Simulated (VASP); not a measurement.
# TiC in VASP: a series of runs, part 2 of 2

VASP 6.6.1. Earlier steps stand in the parts before.

## Step 3: Relaxation of the atoms, PBE (9.93 Å³/atom)

This run uses another cell than the first one, of 9.93 Å³/atom.

INCAR reads:

```
PREC = Accurate
ENCUT = 520
EDIFF = 1E-6
ISMEAR = -1
SIGMA = 0.05
LREAL = F
LASPH = T
NELM = 60
ALGO = Normal
ISIF = 2
LWAVE = F
LCHARG = F
GGA = PE
IBRION = 2
NSW = 80
EDIFFG = -0.02
```

KPOINTS reads:

```
Automatic mesh
0
Gamma
  18 18 18
```

POSCAR reads:

```
TiC
1.0
    0.0000000000      2.1494760724      2.1494760724
    2.1494760724      0.0000000000      2.1494760724
    2.1494760724      2.1494760724      0.0000000000
Ti C
1 1
Direct
    0.0000000000      0.0000000000      0.0000000000
    0.5000000000      0.5000000000      0.5000000000
```

Potentials or basis: VASP PAW PBE potentials, release 64 (Ti_sv, C).

Run with:

```console
> cat potpaw_PBE.64/Ti_sv/POTCAR potpaw_PBE.64/C/POTCAR > POTCAR
> mpirun -np 1 vasp_std > vasp.out
```

OUTCAR:

```text
PREC = Accurate
   ENCUT = 520
   EDIFF = 1E-6
   ISMEAR = -1
   LREAL = F
   LASPH = T
   NELM = 60
   ISIF = 2
   GGA = PE
   IBRION = 2
   NSW = 80
   EDIFFG = -0.02

 ion  position               nearest neighbor table
   1  0.000  0.000  0.000-   2 2.15   2 2.15   2 2.15   2 2.15   2 2.15   2 2.15
   2  0.500  0.500  0.500-   1 2.15   1 2.15   1 2.15   1 2.15   1 2.15   1 2.15

  LATTYP: Found a face centered cubic cell.
 ALAT       =     4.2989521448

  Lattice vectors:

 A1 = (   0.0000000000,   2.1494760724,   2.1494760724)
 A2 = (   2.1494760724,   0.0000000000,   2.1494760724)
 A3 = (   2.1494760724,   2.1494760724,   0.0000000000)

Analysis of symmetry for initial positions (statically):
=====================================================================
 Subroutine PRICEL returns:
 Original cell was already a primitive cell.

 Routine SETGRP: Setting up the symmetry group for a
 face centered cubic supercell.

 Subroutine GETGRP returns: Found 48 space group operations
 (whereof 48 operations were pure point group operations)
 out of a pool of 48 trial point group operations.

The static configuration has the point symmetry O_h .
[... 176 lines left out ...]
      7      10.3813      0.00000
      8      10.3813      0.00000
      9      11.3867      0.00000
     10      11.3867      0.00000
     11      11.3867      0.00000
     12      11.4410      0.00000
[... 331 lines left out ...]
 k-point    24 :      -0.2222    0.0556    0.0000
  band No.  band energies     occupation
      1     -46.8047      2.00000
      2     -23.1164      2.00000
      3     -22.8991      2.00000
      4     -22.8732      2.00000
      5      -1.5218      2.00000
      6       6.9962      2.00000
      7       7.8764      2.00000
      8       8.1229      2.00000
      9      11.2382      0.00000
     10      11.6607      0.00000
     11      12.6656      0.00000
     12      14.9661      0.00000

 [... further k-points ...]

------------------------ aborting loop because EDIFF is reached ----------------------------------------

  FORCE on cell =-STRESS in cart. coord.  units (eV):
  Direction    XX          YY          ZZ          XY          YZ          ZX
  --------------------------------------------------------------------------------------
  -------------------------------------------------------------------------------------
  Total        0.7941002      0.7941002      0.7941002      0.0000000      0.0000000     -0.0000000
  in kB       64.0557386     64.0557386     64.0557386      0.0000000      0.0000000     -0.0000000
  external PRESSURE =      64.0557386 kB  Pullay stress =       0.0000000 kB

 VOLUME and BASIS-vectors are now :
 -----------------------------------------------------------------------------
  energy-cutoff  :      520.00
  volume of cell :       19.86
      direct lattice vectors                 reciprocal lattice vectors
     0.000000000  2.149476072  2.149476072    -0.232614825  0.232614825  0.232614825
     2.149476072  0.000000000  2.149476072     0.232614825 -0.232614825  0.232614825
     2.149476072  2.149476072  0.000000000     0.232614825  0.232614825 -0.232614825

 POSITION                                       TOTAL-FORCE (eV/Angst)
 -----------------------------------------------------------------------------------
      0.00000      0.00000      0.00000         0.000000      0.000000     -0.000000
      2.14948      2.14948      2.14948        -0.000000     -0.000000      0.000000
 -----------------------------------------------------------------------------------
    total drift:                                0.000000     -0.000000     -0.000000

  FREE ENERGIE OF THE ION-ELECTRON SYSTEM (eV)
  ---------------------------------------------------
  free  energy   TOTEN  =       -18.7006002942 eV

  energy  without entropy=      -18.6980931964  energy(sigma->0) =      -18.69934675

 reached required accuracy - stopping structural energy minimisation
```

OSZICAR:

```text
N       E                     dE             d eps       ncg     rms          rms(c)
DAV:   1     0.116335603749E+03    0.11634E+03   -0.84261E+03  4680   0.159E+03
DAV:   2    -0.144495535312E+02   -0.13079E+03   -0.12374E+03  4860   0.381E+02
DAV:   3    -0.237642753598E+02   -0.93147E+01   -0.89883E+01  6076   0.972E+01
DAV:   4    -0.242361590076E+02   -0.47188E+00   -0.47110E+00  6136   0.206E+01
DAV:   5    -0.242504923328E+02   -0.14333E-01   -0.14331E-01  6348   0.316E+00    0.187E+01
DAV:   6    -0.192992069481E+02    0.49513E+01   -0.31144E+01  5552   0.706E+01    0.699E+00
DAV:   7    -0.187298288860E+02    0.56938E+00   -0.44075E+00  5500   0.275E+01    0.502E+00
DAV:   8    -0.187001044173E+02    0.29724E-01   -0.14366E-01  5016   0.516E+00    0.294E+00
DAV:   9    -0.187053436770E+02   -0.52393E-02   -0.13379E-01  5236   0.457E+00    0.848E-01
DAV:  10    -0.187020557013E+02    0.32880E-02   -0.16061E-02  6828   0.183E+00    0.593E-01
DAV:  11    -0.187006220613E+02    0.14336E-02   -0.66614E-03  5096   0.128E+00    0.130E-01
DAV:  12    -0.187006149731E+02    0.70882E-05   -0.42995E-04  5116   0.300E-01    0.328E-02
DAV:  13    -0.187006017922E+02    0.13181E-04   -0.31625E-05  6904   0.857E-02    0.108E-02
DAV:  14    -0.187006003729E+02    0.14193E-05   -0.19627E-06  4348   0.152E-02    0.261E-03
DAV:  15    -0.187006002942E+02    0.78695E-07   -0.21726E-07  2492   0.483E-03
   1 F= -.18700600E+02 E0= -.18699347E+02  d E =-.187006E+02
```

CONTCAR:

```text
TiC
   1.00000000000000
     0.0000000000000000    2.1494760724000002    2.1494760724000002
     2.1494760724000002    0.0000000000000000    2.1494760724000002
     2.1494760724000002    2.1494760724000002    0.0000000000000000
  Ti              C
     1     1
Direct
     0.0000000000000000    0.0000000000000000    0.0000000000000000
     0.5000000000000000    0.5000000000000000    0.5000000000000000

  0.00000000E+00  0.00000000E+00  0.00000000E+00
  0.00000000E+00  0.00000000E+00  0.00000000E+00
```

Wall time 71 s (1 thread of Intel Xeon 8259CL, shared host); peak memory 0.18 GiB.

What came out:

* Free energy: -18.7006 eV
* Pressure after relaxing: 6.4 GPa
* Band gap on the k mesh: zero (bands 8 and 9 overlap by 1.11 eV)

Final structure:
```yaml
crystal:
  lattice:
    - [0.00000, 2.14948, 2.14948]
    - [2.14948, 0.00000, 2.14948]
    - [2.14948, 2.14948, 0.00000]
  atoms:
    - { symbol: Ti, position: [0.00000, 0.00000, 0.00000] }
    - { symbol: C, position: [0.50000, 0.50000, 0.50000] }
```

Caveat: the relaxation stopped at its first step, so nothing moved.

## Step 4: Relaxation of the atoms, PBE (z stretched by +2 %)

INCAR reads:

```
PREC = Accurate ; ENCUT = 520
EDIFF = 1E-7 ; ISMEAR = -1
SIGMA = 0.05 ; LREAL = False
LASPH = True ; NELM = 60
ALGO = Normal ; ISIF = 2
LWAVE = False ; LCHARG = False
GGA = PE ; IBRION = 2
NSW = 80 ; EDIFFG = -0.02
```

KPOINTS reads:

```
regular mesh
0
Gamma
  18 18 18
```

POSCAR reads:

```
TiC
1.0
    0.0000000000      2.1640000000      2.2072800000
    2.1640000000      0.0000000000      2.2072800000
    2.1640000000      2.1640000000      0.0000000000
Ti C
1 1
Direct
    0.0000000000      0.0000000000      0.0000000000
    0.5000000000      0.5000000000      0.5000000000
```

Run with:

```console
> cat potpaw_PBE.64/Ti_sv/POTCAR potpaw_PBE.64/C/POTCAR > POTCAR
> mpirun -np 1 vasp_std > vasp.out
```

Run time: 50 s. Hardware: 1 thread of Intel Xeon Platinum 8488C (Sapphire Rapids), shared host; peak memory 0.25 GiB.

Results (log left out):

```
Free energy             : -18.7010 eV
Pressure after relaxing : -3.6 GPa
Band gap on the k mesh  : zero (bands 8 and 9 overlap by 1.20 eV)
```

Stress tensor (GPa, compression positive):
```
-1.24  0.00  0.00
 0.00 -1.24  0.00
 0.00  0.00 -8.19
```

Final structure:
```yaml
crystal:
  lattice:
    - [0.00000, 2.16400, 2.20728]
    - [2.16400, 0.00000, 2.20728]
    - [2.16400, 2.16400, 0.00000]
  atoms:
    - { symbol: Ti, position: [0.00000, 0.00000, 0.00000] }
    - { symbol: C, position: [0.50000, 0.50000, 0.50000] }
```

Levels at points of the mesh, in eV from the Fermi level:
```
           k point  band 6  band 7  band 8  band 9  band 10  band 11
(0.00, 0.00, 0.00)    0.59    0.73    0.73    1.59     1.60     1.67
(0.50, 0.00, 0.00)   -5.76   -2.87   -2.83    2.80     2.88     4.00
(0.50, 0.50, 0.00)   -3.56   -1.55    0.04    0.04     2.63     3.41
(0.50, 0.00, 0.50)   -3.35   -1.58   -0.10   -0.10     2.63     3.36
```

Caveat: the cell differs from its parent crystal (z stretched by +2 %).

## Step 5: Overview

```tsv
cell	gap on the mesh (eV)	pressure (GPa)
atoms relaxed from a = 3.019 Å, angles 60.0°, 2 atoms	none	12.3
atoms relaxed from a = 3.040 Å, angles 60.0°, 2 atoms	none	6.4
atoms relaxed from a = 3.091, b = 3.091, c = 3.060 Å, angles 60.3, 60.3, 59.3°, 2 atoms	none	-3.6
```

Alike in all rows: task relaxation of the atoms; level PBE; potentials or basis VASP PAW PBE potentials, release 64 (Ti_sv, C); no spin polarisation; k mesh 18 × 18 × 18; cutoff (eV) 520; smearing fermi-dirac 0.05 eV.

Caveats: the relaxation stopped at its first step, so nothing moved (at least some runs).

Absolute energies hang on the potentials; compare differences alone.
